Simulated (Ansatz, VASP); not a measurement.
**KBr: VASP beside Ansatz**

```
K Br
1.0
     0.00000    3.30000    3.30000
     3.30000    0.00000    3.30000
     3.30000    3.30000    0.00000
K Br
1 1
Direct
  0.00000 0.00000 0.00000
  0.50000 0.50000 0.50000
```

Alike in both runs: task single point; functional PBE; k mesh 10 × 10 × 10; occupations gaussian, width 0.05 eV; no spin polarisation.

```csv
,VASP,Ansatz
version,VASP 6.6.1,Ansatz 0.2.0
potentials or method,"VASP PAW PBE potentials, release 64 (K_sv, Br), cutoff 520 eV","scalar-relativistic, plane waves, PAW"
valence electrons in the cell,16,16
```

|  | VASP | Ansatz | Ansatz less VASP |
| --- | --- | --- | --- |
| gap on the k mesh at the Fermi level (eV) | 4.43 | 4.44 | +0.001 |
| pressure (GPa) | 0.8 | 0.7 | -0.04 |

The functional is the same, so the differences come from potentials, cutoffs and numerics.
